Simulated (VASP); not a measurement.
# Si16H5Cl: single point with PBE+D3(BJ)

The system is Si16H5Cl, a slab with vacuum.

```
H Si Cl
1.0
     7.67918    0.00000    0.00000
     3.83959    6.65036    0.00000
     0.00000    0.00000   18.41877
H Si Cl
5 16 1
Direct
  0.16667 0.16667 0.05429
  0.66667 0.16667 0.05429
  0.16667 0.66667 0.05429
  0.66667 0.66667 0.05429
  0.88226 0.97400 0.31312
  0.16667 0.16667 0.13573
  0.66667 0.16667 0.13573
  0.16667 0.66667 0.13573
  0.66667 0.66667 0.13573
  0.83342 0.33273 0.17748
  0.33197 0.33372 0.17689
  0.83113 0.83335 0.17664
  0.33310 0.83228 0.17856
  0.84104 0.32347 0.30713
  0.32978 0.32546 0.30479
  0.77892 0.84215 0.30258
  0.31664 0.86016 0.30815
  0.00738 0.01307 0.37742
  0.48018 0.01289 0.36956
  0.99001 0.51320 0.34218
  0.49209 0.51167 0.31774
  0.98007 0.51071 0.45580
```

```yaml
Program: VASP 6.6.1
Task: single point
Functional: PBE
Dispersion: D3(BJ)
Potentials_or_basis: VASP PAW PBE potentials, release 64 (H, Si, Cl)
Cutoff: 520 eV
k_mesh: 2 × 2 × 1
Occupations: gaussian, width 0.02 eV
Spin: no spin polarisation
```

| Property | Result |
| --- | --- |
| Largest force | 0.221 eV/Å |
| Band gap on the k mesh | 0.20 eV |
| Dispersion energy per atom | -0.188 eV |

Forces on the atoms (eV/Å):
```
H   -0.022 -0.053 -0.049
H    0.001  0.031 -0.043
H   -0.038  0.033 -0.059
H   -0.055 -0.035 -0.060
H    0.078  0.010 -0.206
Si  -0.052 -0.064  0.087
Si  -0.102  0.046  0.074
Si  -0.056  0.007  0.209
Si  -0.159 -0.051  0.055
Si   0.007 -0.034  0.073
Si   0.073 -0.001 -0.078
Si   0.013  0.047  0.001
Si  -0.010 -0.082  0.001
Si   0.122  0.004 -0.105
Si   0.089  0.066  0.063
Si  -0.089 -0.047 -0.086
Si   0.061  0.077  0.143
Si   0.057  0.064 -0.024
Si   0.064 -0.009 -0.021
Si  -0.001 -0.018  0.061
Si  -0.067  0.007 -0.061
Cl   0.087  0.002  0.027
```

Levels at points of the mesh, in eV from the valence-band top:
| k point | band 34 | band 35 | band 36 | band 37 | band 38 | band 39 | band 40 | band 41 | band 42 | band 43 |
| --- | --- | --- | --- | --- | --- | --- | --- | --- | --- | --- |
| (0.00, 0.00, 0.00) | -0.67 | -0.60 | -0.40 | -0.07 | 0.00 | 0.20 | 1.13 | 1.31 | 1.47 | 1.66 |
| (0.50, 0.00, 0.00) | -1.56 | -1.02 | -0.73 | -0.52 | -0.24 | 0.59 | 1.58 | 2.03 | 2.29 | 2.53 |
| (0.50, 0.50, 0.00) | -1.51 | -0.83 | -0.79 | -0.59 | -0.16 | 0.52 | 1.76 | 1.93 | 2.40 | 2.45 |
| (0.00, 0.50, 0.00) | -1.60 | -1.08 | -0.80 | -0.44 | -0.10 | 0.64 | 1.68 | 1.89 | 2.14 | 2.45 |

Wall time 5.8 min on 1 thread of Intel(R) Xeon(R) 6975P-C (Granite Rapids), with other jobs on the host, peak memory 0.97 GiB.

Caveat: the k points lie up to 0.47 Å⁻¹ apart.
